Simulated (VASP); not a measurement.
**Na: relaxation of cell and atoms with RPBE**

Crystal: Na.

```xyz
8
Lattice="6.7068 0.0000 0.0000 0.0000 6.7068 0.0000 0.0000 0.0000 6.7068" Properties=species:S:1:pos:R:3 pbc="T T T"
Na    0.0000    0.0000    0.0000
Na    3.3534    3.3534    3.3534
Na    1.6767    0.0000    3.3534
Na    5.0301    0.0000    3.3534
Na    3.3534    1.6767    0.0000
Na    3.3534    5.0301    0.0000
Na    0.0000    3.3534    1.6767
Na    0.0000    3.3534    5.0301
```

| Property | Result |
| --- | --- |
| Program | VASP 6.6.1 |
| Task | relaxation of cell and atoms |
| Functional | RPBE |
| Potentials or basis | VASP PAW PBE potentials, release 64 (Na_pv) |
| Cutoff | 600 eV |
| k mesh | 4 × 4 × 4 |
| Occupations | fermi-dirac, width 0.1 eV |
| Spin | no spin polarisation |
| Dipole correction | no |
| Further INCAR settings | ALGO = Normal; EDIFF = 1e-07; IBRION = 2; EDIFFG = -0.01; NSW = 80; ISIF = 3 |

```json
{
  "Relaxed volume": "39.86 Å³/atom",
  "Relaxed cell": "a = 6.832 Å, b = 6.832 Å, c = 6.832 Å, α = 90.00°, β = 90.00°, γ = 90.00°",
  "Space group after relaxing (to 0.1 Å)": "Pm-3n (No. 223)",
  "Energy gained by relaxing": "2.7 meV/atom",
  "Ionic steps": "3",
  "Pressure after relaxing": "0.0 GPa",
  "Band gap on the k mesh": "zero (bands 28 and 29 overlap by 1.43 eV)"
}
```

The path:
```csv
step,energy change (eV),largest force (eV/Å),pressure (GPa),volume (Å³)
1,0.0000,0.0000,0.41,301.68
2,-0.0094,0.0000,0.30,305.92
3,-0.0212,0.0000,0.01,318.89
```

Final structure:
```yaml
crystal:
  lattice:
    - [6.83201, 0.00000, 0.00000]
    - [0.00000, 6.83201, 0.00000]
    - [0.00000, 0.00000, 6.83201]
  atoms:
    - { symbol: Na, position: [0.00000, 0.00000, 0.00000] }
    - { symbol: Na, position: [0.50000, 0.50000, 0.50000] }
    - { symbol: Na, position: [0.25000, 0.00000, 0.50000] }
    - { symbol: Na, position: [0.75000, 0.00000, 0.50000] }
    - { symbol: Na, position: [0.50000, 0.25000, 0.00000] }
    - { symbol: Na, position: [0.50000, 0.75000, 0.00000] }
    - { symbol: Na, position: [0.00000, 0.50000, 0.25000] }
    - { symbol: Na, position: [0.00000, 0.50000, 0.75000] }
```

Levels at points of the mesh, in eV from the Fermi level:
```tsv
k point	band 24	band 25	band 26	band 27	band 28	band 29	band 30	band 31	band 32	band 33
(0.00, 0.00, 0.00)	-25.02	-3.17	0.02	0.02	0.02	0.08	0.08	0.09	2.84	2.84
(0.50, 0.00, 0.00)	-25.02	-2.35	-2.35	0.69	0.69	0.76	0.76	0.88	0.88	1.01
(0.50, 0.50, 0.00)	-25.02	-1.54	-1.54	-1.54	-1.54	1.31	1.43	1.43	1.46	1.76
(0.50, 0.50, 0.50)	-25.02	-0.74	-0.74	-0.74	-0.74	-0.74	-0.74	-0.73	-0.73	5.07
```

It took 120 s on 1 thread of Intel(R) Xeon(R) 6975P-C (Granite Rapids), with other jobs on the host, peak memory 0.44 GiB.

Caveat: the PAW data sets were made with another functional, which shifts forces and pressure a little.
